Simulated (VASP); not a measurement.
Crystal: HfO2.

```
Hf O
1.0
     5.28815    0.00000    0.00000
     0.00000    5.07062    0.00000
     0.00000    0.00000    5.09891
Hf O
4 8
Direct
  0.96699 0.73252 0.74144
  0.53301 0.73252 0.24144
  0.46699 0.26748 0.74144
  0.03301 0.26748 0.24144
  0.63213 0.92865 0.87927
  0.86787 0.92865 0.37927
  0.23395 0.53988 0.49229
  0.26605 0.53988 0.99229
  0.76605 0.46012 0.99229
  0.73395 0.46012 0.49229
  0.13213 0.07135 0.87927
  0.36787 0.07135 0.37927
```

Base run:

* Program: VASP 6.6.1
* Functional: RPBE
* Dispersion: D3(BJ)
* Potentials or basis: VASP PAW PBE potentials, release 64 (Hf_pv, O)
* Cutoff: 520 eV
* k mesh: 5 × 6 × 5
* Occupations: fermi-dirac, width 0.05 eV
* Spin: no spin polarisation

Its results: band gap on the k mesh 4.38 eV (least direct gap 4.57 eV); pressure -19.8 GPa; largest force 0.062 eV/Å.

The run is repeated on the same cell with these changes: functional from RPBE to revPBE; dispersion from D3(BJ) to none. What comes out?

Band gap on the k mesh 4.36 eV (least direct gap 4.56 eV); pressure -0.1 GPa; largest force 0.109 eV/Å.

Several settings changed at once.

Caveats: the PAW data sets were made with another functional, which shifts forces and pressure a little; spin-orbit coupling is left out, which moves the levels of the heavy elements; the cell stands under tension (at least some runs); the dispersion term is far too large for a dense solid, which distorts pressure and volume (at least some runs).

A k mesh can miss the band edges.
